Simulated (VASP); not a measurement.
Wanted: the native input for a VASP 6.6.1 run.

```
Task                   : single point
Functional             : PBE
Potentials or basis    : VASP PAW PBE potentials, release 64 (Te, As, Ca_sv)
Cutoff                 : 500 eV
k mesh                 : 5 × 5 × 1
Occupations            : fermi-dirac, width 0.1 eV
Spin                   : collinear spin
Starting moments       : [0.2, 0.2, 0.2, 0.2, 0.2, 0.2, 0.2, 0.2, 0.2, 0.2] μB
Dipole correction      : no
Further INCAR settings : ALGO = Normal; EDIFF = 1e-06; NBANDS = 47
```

The structure of CaTe2As2 lies in POSCAR:

```
CaTe2As2
1.0
    4.2895570000      0.0000000000      0.0000000000
   -2.1447780000      3.7148690000      0.0000000000
    0.0000000000      0.0000000000     18.3300430000
Te As Ca
4 4 2
Direct
    0.3333300000      0.6666700000      0.1719800000
    0.6666700000      0.3333300000      0.6719800000
    0.3333300000      0.6666700000      0.3280200000
    0.6666700000      0.3333300000      0.8280200000
    0.3333300000      0.6666700000      0.6036200000
    0.6666700000      0.3333300000      0.1036200000
    0.3333300000      0.6666700000      0.8963800000
    0.6666700000      0.3333300000      0.3963800000
    0.0000000000      0.0000000000      0.0000000000
    0.0000000000      0.0000000000      0.5000000000
```

One way to write it, as run:

INCAR

```
PREC = Accurate
ENCUT = 500
EDIFF = 1E-6
ISMEAR = -1
SIGMA = 0.1
LREAL = False
LASPH = True
NELM = 200
ALGO = Normal
ISIF = 2
LWAVE = False
LCHARG = False
ISPIN = 2
MAGMOM = 0.2 0.2 0.2 0.2 0.2 0.2 0.2 0.2 0.2 0.2
LORBIT = 11
GGA = PE
NBANDS = 47
GGA_COMPAT = False
```

KPOINTS

```
regular mesh
0
Gamma
  5 5 1
```

Potentials or basis: VASP PAW PBE potentials, release 64 (Te, As, Ca_sv).

Launch:

```bash
$ cat potpaw_PBE.64/Te/POTCAR potpaw_PBE.64/As/POTCAR potpaw_PBE.64/Ca_sv/POTCAR > POTCAR
$ mpirun -np 1 vasp_std > vasp.out
```

It gave:

```json
{
  "Pressure": "5.1 GPa",
  "Largest force": "0.703 eV/Å",
  "Band gap on the k mesh": "zero (filled and empty bands overlap)",
  "Net moment": "0.00 μB per cell",
  "Valence electrons inside the program's atomic spheres": "Te 3.31; As 2.74; Ca 8.12"
}
```

Caveat: the cell stands under pressure; spin-orbit coupling is left out, which moves the levels of the heavy elements.

It took 8.3 min on 1 thread of Intel Xeon 8259CL (shared host), peak memory 0.59 GiB.
